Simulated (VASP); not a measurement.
A run of VASP 6.6.1:

Contents of INCAR:

```
SYSTEM = SbSe2
  PREC = Accurate
  ENCUT = 520
  EDIFF = 1E-6
  ISMEAR = 0
  SIGMA = 0.1
  LREAL = .FALSE.
  LASPH = .TRUE.
  NELM = 60
  ALGO = Normal
  ISIF = 2
  LWAVE = .FALSE.
  LCHARG = .FALSE.
  GGA = PE
  NBANDS = 26
```

File KPOINTS:

```
Automatic mesh
0
G
  12 12 4
  0 0 0
```

Contents of POSCAR:

```
SbSe2
1.0
    3.9097824247      0.0000000000      0.0000000000
   -1.9548912124      3.3859709030      0.0000000000
    0.0000000000      0.0000000000     11.9134804851
Sb Se
2 4
Direct
    0.6666666667      0.3333333333      0.7500000000
    0.3333333333      0.6666666667      0.2500000000
    0.3333333333      0.6666666667      0.9006929104
    0.6666666667      0.3333333333      0.4006929104
    0.3333333333      0.6666666667      0.5993070896
    0.6666666667      0.3333333333      0.0993070896
```

Potentials or basis: VASP PAW PBE potentials, release 64 (Sb, Se).

The run is started by

```bash
$ cat potpaw_PBE.64/Sb/POTCAR potpaw_PBE.64/Se/POTCAR > POTCAR
$ mpirun -np 1 vasp_std > vasp.out
```

Hardware: 1 thread of Intel(R) Xeon(R) 6975P-C (Granite Rapids), on a shared host.

Task: How long does it take, and how much memory?

Result: It took 110 s on 1 thread of Intel(R) Xeon(R) 6975P-C (Granite Rapids) (shared host), peak memory 0.39 GiB. Counts: scf iterations 12, k points 57.
